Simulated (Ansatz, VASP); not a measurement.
# Si16N in VASP and in Ansatz

```
Si N
1.0
     0.00000    5.43000    5.43000
     5.43000    0.00000    5.43000
     5.43000    5.43000    0.00000
Si N
16 1
Direct
  0.99668 0.01939 0.96437
  0.12652 0.06921 0.15222
  0.99667 0.01937 0.51975
  0.17181 0.10921 0.60955
  0.02660 0.49094 0.99143
  0.12653 0.65186 0.15222
  0.99667 0.46400 0.51975
  0.12658 0.65183 0.56954
  0.50057 0.99246 0.00354
  0.62600 0.13057 0.11271
  0.54611 0.98443 0.48479
  0.62602 0.13056 0.63083
  0.50060 0.50328 0.00358
  0.64752 0.61738 0.11767
  0.50057 0.50325 0.49274
  0.62601 0.61235 0.63088
  0.10477 0.79826 0.29855
```

Alike in both runs: functional PBE; dispersion D3(BJ); k mesh 2 × 2 × 2; occupations gaussian, width 0.05 eV; collinear spin.

Ansatz relaxed the structure, and its values are those at the end. VASP's run is a single point on that final structure, the one shown.

```csv
,VASP,Ansatz
version,VASP 6.6.1,Ansatz 0.2.0
potentials or method,"VASP PAW PBE potentials, release 64 (Si, N), cutoff 520 eV","scalar-relativistic, plane waves, PAW"
valence electrons in the cell,69,69
```

Ansatz gave:

- rms of the force components (eV/Å): 0.002
- net moment per atom (μB): 0.00

**Question.** Estimate VASP's values.

**Answer.** rms of the force components (eV/Å): 0.004; net moment per atom (μB): 0.00.

Ansatz's warnings: dispersion switch in reach, seeded moment not kept.

The k mesh is coarse, so the values compare programs but aren't converged.
